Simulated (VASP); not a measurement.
Write the native input for VASP 6.6.1 that does the following.

```
Task                   : single point
Functional             : PBE
Potentials or basis    : VASP PAW PBE potentials, release 64 (Si, F)
Cutoff                 : 520 eV
k mesh                 : 4 × 2 × 2
Occupations            : gaussian, width 0.1 eV
Spin                   : no spin polarisation
Dipole correction      : no
Further INCAR settings : ALGO = Normal; EDIFF = 1e-06; NBANDS = 32
```

The structure of SiF lies in POSCAR:

```
SiF
1.0
   -3.9698143652     -0.0049591466     -0.0002585663
   -0.0006522407      0.2411407720     -6.6255432385
   -0.0089308495     -6.6303584308      0.2400497334
Si F
4 4
Direct
   -0.0008936411      0.9227154973      0.1776412904
    0.4987861707      0.0714143203      0.3254092924
    0.5012524573      0.0770804056      0.6888261962
    1.0010678382      0.9286842367      0.8149914175
    0.9924915499      0.6858814272      0.2270275506
    0.4929417803      0.3065387034      0.2693268715
    0.5066354774      0.3136697825      0.7737225703
    1.0077183672      0.6940156271      0.7230548113
```

These files were run (other wordings do the same):

INCAR

```
SYSTEM = SiF
  PREC = Accurate
  ENCUT = 520
  EDIFF = 1E-6
  ISMEAR = 0
  SIGMA = 0.1
  LREAL = .FALSE.
  LASPH = .TRUE.
  NELM = 100
  ALGO = Normal
  ISIF = 2
  LWAVE = .FALSE.
  LCHARG = .TRUE.
  GGA = PE
  LELF = .TRUE.
  LVHAR = .TRUE.
  NBANDS = 32
```

KPOINTS

```
regular mesh
0
G
  4 2 2
  0 0 0
```

Potentials or basis: VASP PAW PBE potentials, release 64 (Si, F).

Run with:

```sh
$ cat potpaw_PBE.64/Si/POTCAR potpaw_PBE.64/F/POTCAR > POTCAR
$ mpirun -np 1 vasp_std > vasp.out
```

Results of the run:

- Pressure: 0.3 GPa
- Largest force: 0.219 eV/Å
- Band gap on the k mesh: 0.46 eV, direct

Caveat: the k points lie up to 0.48 Å⁻¹ apart.

It took 36 s on 1 thread of Intel(R) Xeon(R) 6975P-C (Granite Rapids), with other jobs on the host, peak memory 0.27 GiB.
